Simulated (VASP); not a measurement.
# Cu in VASP: single point with PBEsol

Aim: the single point of Cu with PBEsol.

All numbers are computed with VASP 6.6.1; they aren't measurements. Logs are shortened: lines on timing, memory, paths and dates and some standing lists are left out, and cuts for length are marked.

## 1. The cell of the first run

The cell holds a slab with vacuum, 11 atoms: a = 2.556 Å, b = 2.556 Å, c = 32.075 Å, α = 90.00°, β = 90.00°, γ = 90.00°.

## 2. Single point, PBEsol

The input, INCAR:

```
ALGO = Normal
EDIFF = 1E-6
ENCUT = 520
GGA = PS
ISIF = 2
ISMEAR = 0
LASPH = True
LCHARG = False
LREAL = False
LWAVE = False
NBANDS = 72
NELM = 80
PREC = Accurate
SIGMA = 0.1
```

The input, KPOINTS:

```
k-points
0
Gamma
  15 15 1
```

The input, POSCAR:

```
Cu
1.0
    2.5561910100      0.0000000000      0.0000000000
    0.0000000000      2.5561910100      0.0000000000
    0.0000000000      0.0000000000     32.0750000000
Cu
11
Direct
    0.0000000000      0.0000000000      0.2291302163
    0.5000000000      0.5000000000      0.2818166280
    0.0000000000      0.0000000000      0.3365993983
    0.5000000000      0.5000000000      0.3911100659
    0.0000000000      0.0000000000      0.4456004553
    0.5000000000      0.5000000000      0.5000000000
    0.0000000000      0.0000000000      0.5543995447
    0.5000000000      0.5000000000      0.6088899341
    0.0000000000      0.0000000000      0.6634006017
    0.5000000000      0.5000000000      0.7181833720
    0.0000000000      0.0000000000      0.7708697837
```

Potentials or basis: VASP PAW PBE potentials, release 64 (Cu).

On the command line:

```console
$ cat potpaw_PBE.64/Cu/POTCAR > POTCAR
$ mpirun -np 1 vasp_std > vasp.out
```

OUTCAR:

```text
EDIFF = 1E-6
   ENCUT = 520
   GGA = PS
   ISIF = 2
   ISMEAR = 0
   LASPH = True
   LREAL = False
   NELM = 80
   PREC = Accurate

 ion  position               nearest neighbor table
   1  0.000  0.000  0.229-   2 2.47   2 2.47   2 2.47   2 2.47
   2  0.500  0.500  0.282-   1 2.47   1 2.47   1 2.47   1 2.47   3 2.52   3 2.52   3 2.52   3 2.52

   3  0.000  0.000  0.337-   4 2.51   4 2.51   4 2.51   4 2.51   2 2.52   2 2.52   2 2.52   2 2.52

   4  0.500  0.500  0.391-   5 2.51   5 2.51   5 2.51   5 2.51   3 2.51   3 2.51   3 2.51   3 2.51

   5  0.000  0.000  0.446-   6 2.51   6 2.51   6 2.51   6 2.51   4 2.51   4 2.51   4 2.51   4 2.51

   6  0.500  0.500  0.500-   5 2.51   7 2.51   5 2.51   7 2.51   5 2.51   7 2.51   5 2.51   7 2.51

   7  0.000  0.000  0.554-   6 2.51   6 2.51   6 2.51   6 2.51   8 2.51   8 2.51   8 2.51   8 2.51

   8  0.500  0.500  0.609-   7 2.51   7 2.51   7 2.51   7 2.51   9 2.51   9 2.51   9 2.51   9 2.51

   9  0.000  0.000  0.663-   8 2.51   8 2.51   8 2.51   8 2.51  10 2.52  10 2.52  10 2.52  10 2.52

  10  0.500  0.500  0.718-  11 2.47  11 2.47  11 2.47  11 2.47   9 2.52   9 2.52   9 2.52   9 2.52

  11  0.000  0.000  0.771-  10 2.47  10 2.47  10 2.47  10 2.47

  LATTYP: Found a simple tetragonal cell.
 ALAT       =     2.5561910100
 C/A-ratio  =    12.5479668282

  Lattice vectors:

 A1 = (   2.5561910100,   0.0000000000,   0.0000000000)
 A2 = (   0.0000000000,   2.5561910100,   0.0000000000)
 A3 = (   0.0000000000,   0.0000000000,  32.0750000000)

Analysis of symmetry for initial positions (statically):
=====================================================================
 Subroutine PRICEL returns:
 Original cell was already a primitive cell.

 Routine SETGRP: Setting up the symmetry group for a
 simple tetragonal supercell.

 Subroutine GETGRP returns: Found 16 space group operations
 (whereof 16 operations were pure point group operations)
 out of a pool of 16 trial point group operations.

The static configuration has the point symmetry D_4h.

Analysis of symmetry for dynamics (positions and initial velocities):
=====================================================================
 Subroutine PRICEL returns:
 Original cell was already a primitive cell.

 Routine SETGRP: Setting up the symmetry group for a
 simple tetragonal supercell.

 Subroutine GETGRP returns: Found 16 space group operations
 (whereof 16 operations were pure point group operations)
 out of a pool of 16 trial point group operations.

The dynamic configuration has the point symmetry D_4h.

 Subroutine INISYM returns: Found 16 space group operations
 (whereof 16 operations are pure point group operations),
 and found     1 'primitive' translations

----------------------------------------------------------------------------------------

                                     Primitive cell

  volume of cell :     209.5817

  direct lattice vectors                    reciprocal lattice vectors
     2.556191010  0.000000000  0.000000000     0.391207072  0.000000000  0.000000000
     0.000000000  2.556191010  0.000000000     0.000000000  0.391207072  0.000000000
     0.000000000  0.000000000 32.075000000     0.000000000  0.000000000  0.031176929

  length of vectors
     2.556191010  2.556191010 32.075000000     0.391207072  0.391207072  0.031176929

  position of ions in fractional coordinates (direct lattice)
     0.000000000  0.000000000  0.229130216
     0.500000000  0.500000000  0.281816628
     0.000000000  0.000000000  0.336599398
     0.500000000  0.500000000  0.391110066
     0.000000000  0.000000000  0.445600455
     0.500000000  0.500000000  0.500000000
     0.000000000  0.000000000  0.554399545
     0.500000000  0.500000000  0.608889934
     0.000000000  0.000000000  0.663400602
     0.500000000  0.500000000  0.718183372
     0.000000000  0.000000000  0.770869784

  ion indices of the primitive-cell ions
   primitive index   ion index
                 1           1
                 2           2
                 3           3
                 4           4
                 5           5
                 6           6
                 7           7
                 8           8
                 9           9
                10          10
                11          11

----------------------------------------------------------------------------------------

 KPOINTS: k-points

Automatic generation of k-mesh.
 Grid dimensions read from file:
 generate k-points for:   15   15    1

 Generating k-lattice:

  Cartesian coordinates                     Fractional coordinates (reciprocal lattice)
     0.026080471  0.000000000  0.000000000     0.066666667  0.000000000  0.000000000
     0.000000000  0.026080471  0.000000000     0.000000000  0.066666667  0.000000000
     0.000000000  0.000000000  0.031176929     0.000000000  0.000000000  1.000000000

  Length of vectors
     0.026080471  0.026080471  0.031176929

  Shift w.r.t. Gamma in fractional coordinates (k-lattice)
     0.000000000  0.000000000  0.000000000

 Subroutine IBZKPT returns following result:
 ===========================================

 Found     36 irreducible k-points:

 Following reciprocal coordinates:
            Coordinates               Weight
  0.000000  0.000000  0.000000      1.000000
  0.066667  0.000000  0.000000      4.000000
  0.133333  0.000000  0.000000      4.000000
  0.200000  0.000000  0.000000      4.000000
  0.266667  0.000000  0.000000      4.000000
  0.333333  0.000000  0.000000      4.000000
[... 16 lines left out ...]
  0.266667  0.200000  0.000000      8.000000
  0.333333  0.200000  0.000000      8.000000
 [... further k-points ...]
   k-points           NKPTS =     36   k-points in BZ     NKDIM =     36   number of bands    NBANDS=     72
   number of dos      NEDOS =    301   number of ions     NIONS =     11
   total plane-waves  NPLWV =  96000
   dimension x,y,z NGX =    20 NGY =   20 NGZ =  240
   dimension x,y,z NGXF=    40 NGYF=   40 NGZF=  480
   ions per type =              11
   NGX,Y,Z   is equivalent  to a cutoff of  13.01, 13.01, 12.44 a.u.
   NGXF,Y,Z  is equivalent  to a cutoff of  26.01, 26.01, 24.88 a.u.
 SYSTEM =  unknown system
   PREC   = accura    normal or accurate (medium, high low for compatibility)
   ISTART =      0    job   : 0-new  1-cont  2-samecut
   ICHARG =      2    charge: 1-file 2-atom 10-const
   ISPIN  =      1    spin polarized calculation?
   LNONCOLLINEAR =      F non collinear calculations
   LSORBIT =      F    spin-orbit coupling
   LASPH  =      T    aspherical Exc in radial PAW
   ENCUT  =  520.0 eV  38.22 Ry    6.18 a.u.   4.75  4.75 59.64*2*pi/ulx,y,z
   NELM   =     80;   NELMIN=  2; NELMDL= -5     # of ELM steps
   EDIFF  = 0.1E-05   stopping-criterion for ELM
   LREAL  =      F    real-space projection
   EDIFFG = 0.1E-04   stopping-criterion for IOM
   NSW    =      0    number of steps for IOM
   IBRION =     -1    ionic relax: 0-MD 1-quasi-New 2-CG
   NFREE  =      0    steps in history (QN), initial steepest desc. (CG)
   ISIF   =      2    stress and relaxation
   ISYM   =      2    0-nonsym 1-usesym 2-fastsym
   POTIM  = 0.5000    time-step for ionic-motion
   TEBEG  =    0.0;   TEEND  =   0.0 temperature during run
   PSTRESS=    0.0 pullay stress
   NELECT =     121.0000    total number of electrons
   NUPDOWN=      -1.0000    fix difference up-down
   EMIN   =  10.00;   EMAX   =-10.00  energy-range for DOS
   EFERMI =   0.00;   METHOD = LEGACY
   ISMEAR =     0;   SIGMA  =   0.10  broadening in eV -4-tet -1-fermi 0-gaus
   EFERMI_NEDOS =   21; number of points for ismear=-14 and -15
   IALGO  =     38    algorithm
   IMIX   =      4    mixing-type and parameters
     AMIX     =   0.40;   BMIX     =  1.00
     AMIX_MAG =   1.60;   BMIX_MAG =  1.00
  volume/ion in A,a.u.               =      19.05       128.58
  Fermi-wavevector in a.u.,A,eV,Ry     =   1.363177  2.576031 25.283041  1.858251
  Thomas-Fermi vector in A             =   2.489602
   LORBIT       =      0    0 simple, 1 ext, 2 COOP (PROOUT), +10 PAW based schemes
   GGA     = PS    functional components
   LHFCALC =     F    Hartree Fock is set to
   AEXX    =    0.0000 exact exchange contribution
   IVDW    =     0    specifies the selected vdW correction
   LEPSILON=     F    determine dielectric tensor
   LRPA    =     F    only Hartree local field effects (RPA)
 non-spin polarized calculation
 Gauss-broadening in eV      SIGMA  =   0.10
  energy-cutoff  :      520.00
  volume of cell :      209.58
 maximum number of plane-waves:      5689
 NGX is ok and might be reduce to    20
   NGX =  9   NGY =  9   NGZ =119

 number of electron     120.9999829 magnetization

 Free energy of the ion-electron system (eV)
  ---------------------------------------------------
  ext. energy  EPLUGINS =         0.00000000
  ---------------------------------------------------
  free energy    TOTEN  =       -45.92180640 eV

  energy without entropy =      -45.89768244  energy(sigma->0) =      -45.90974442

 E-fermi :   2.8711     XC(G=0):  -8.4403

 val. band max:        2.8585840212   @ k =   0.4667   0.1333   0.0000
 cond. band min:       2.8788475520   @ k =   0.2667   0.0000   0.0000
 fundamental gap:      0.0202635308
 Fermi energy:         2.8711267294

 k-point     1 :       0.0000    0.0000    0.0000
  band No.  band energies     occupation
      1      -6.6909      2.00000
      2      -6.3910      2.00000
      3      -5.9245      2.00000
      4      -5.2820      2.00000
      5      -4.4852      2.00000
      6      -3.6181      2.00000
[... 64 lines left out ...]
     71      10.2122      0.00000
     72      11.2285      0.00000
[... 1723 lines left out ...]
     71       9.3130      0.00000
     72       9.5985      0.00000

 [... further k-points ...]

------------------------ aborting loop because EDIFF is reached ----------------------------------------

  FORCE on cell =-STRESS in cart. coord.  units (eV):
  Direction    XX          YY          ZZ          XY          YZ          ZX
  --------------------------------------------------------------------------------------
  -------------------------------------------------------------------------------------
  Total       -2.5795210     -2.5795210      0.4740411      0.0000000      0.0000000     -0.0000000
  in kB      -19.7195217    -19.7195217      3.6238755      0.0000000      0.0000000     -0.0000000
  external PRESSURE =     -11.9383893 kB  Pullay stress =       0.0000000 kB

 VOLUME and BASIS-vectors are now :
 -----------------------------------------------------------------------------
  energy-cutoff  :      520.00
  volume of cell :      209.58
      direct lattice vectors                 reciprocal lattice vectors
     2.556191010  0.000000000  0.000000000     0.391207072  0.000000000  0.000000000
     0.000000000  2.556191010  0.000000000     0.000000000  0.391207072  0.000000000
     0.000000000  0.000000000 32.075000000     0.000000000  0.000000000  0.031176929

 POSITION                                       TOTAL-FORCE (eV/Angst)
 -----------------------------------------------------------------------------------
      0.00000      0.00000      7.34935         0.000000     -0.000000     -0.034877
      1.27810      1.27810      9.03927         0.000000      0.000000      0.001966
      0.00000      0.00000     10.79643         0.000000     -0.000000     -0.000019
      1.27810      1.27810     12.54486         0.000000      0.000000      0.000615
      0.00000      0.00000     14.29263        -0.000000      0.000000      0.000637
      1.27810      1.27810     16.03750         0.000000     -0.000000      0.000000
      0.00000      0.00000     17.78237         0.000000     -0.000000     -0.000637
      1.27810      1.27810     19.53014         0.000000     -0.000000     -0.000615
      0.00000      0.00000     21.27857         0.000000     -0.000000      0.000019
      1.27810      1.27810     23.03573        -0.000000      0.000000     -0.001966
      0.00000      0.00000     24.72565         0.000000     -0.000000      0.034877
 -----------------------------------------------------------------------------------
    total drift:                               -0.000000      0.000000      0.000000

  FREE ENERGIE OF THE ION-ELECTRON SYSTEM (eV)
  ---------------------------------------------------
  free  energy   TOTEN  =       -45.9218064001 eV

  energy  without entropy=      -45.8976824379  energy(sigma->0) =      -45.90974442
```

Run time: 19 min. Hardware: 1 thread of Intel Xeon Platinum 8488C (Sapphire Rapids), shared host; peak memory 0.52 GiB.

Results:

| Property | Result |
| --- | --- |
| Free energy | -45.9218 eV |
| Largest force | 0.035 eV/Å |
| Band gap on the k mesh | zero (an odd number of electrons rules out a gap without spin polarisation) |

Forces in eV/Å, atoms in the order of the input:
```
Cu   0.000  0.000 -0.035
Cu   0.000  0.000  0.002
Cu   0.000  0.000  0.000
Cu   0.000  0.000  0.001
Cu   0.000  0.000  0.001
Cu   0.000  0.000  0.000
Cu   0.000  0.000 -0.001
Cu   0.000  0.000 -0.001
Cu   0.000  0.000  0.000
Cu   0.000  0.000 -0.002
Cu   0.000  0.000  0.035
```

Caveat: the PAW data sets were made with another functional, which shifts forces and pressure a little.
